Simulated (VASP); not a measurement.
SnO, 4 atoms in the cell. The structure is tetragonal, space group P4/nmm (No. 129). Conventional cell: a = 3.795 Å, b = 3.795 Å, c = 4.788 Å, α = 90.00°, β = 90.00°, γ = 90.00°. Sn (site symmetry 4mm) has 4 O at 2.22 Å within 2.9 Å. O (site symmetry -4m2) has 4 Sn at 2.22 Å and 4 O at 2.68 Å within 2.9 Å. 

* Program: VASP 6.6.1
* Task: single point
* Functional: r2SCAN
* Dispersion: D3(BJ)
* Potentials or basis: VASP PAW PBE potentials, release 64 (Sn_d, O)
* Cutoff: 520 eV
* k mesh: 10 × 10 × 8
* Occupations: gaussian, width 0.01 eV
* Spin: no spin polarisation
* Dipole correction: no
* Further INCAR settings: ALGO = Normal; EDIFF = 1e-07; NBANDS = 28

Potentials or basis: VASP PAW PBE potentials, release 64 (Sn_d, O).

Launch:

```bash
$ cat potpaw_PBE.64/Sn_d/POTCAR potpaw_PBE.64/O/POTCAR > POTCAR
$ cp INCAR.step1 INCAR
$ mpirun -np 1 vasp_std > vasp.out
$ cp INCAR.step2 INCAR
$ mpirun -np 1 vasp_std > vasp.out
```

Hardware: 1 thread of AMD EPYC 7R43 64-Core Processor (Zen 3), with other jobs on the host.

Q: How long does it take, and how much memory?

A: Wall time 12 min on 1 thread of AMD EPYC 7R43 64-Core Processor (Zen 3) (shared host), peak memory 0.27 GiB. Counts: k points 105.
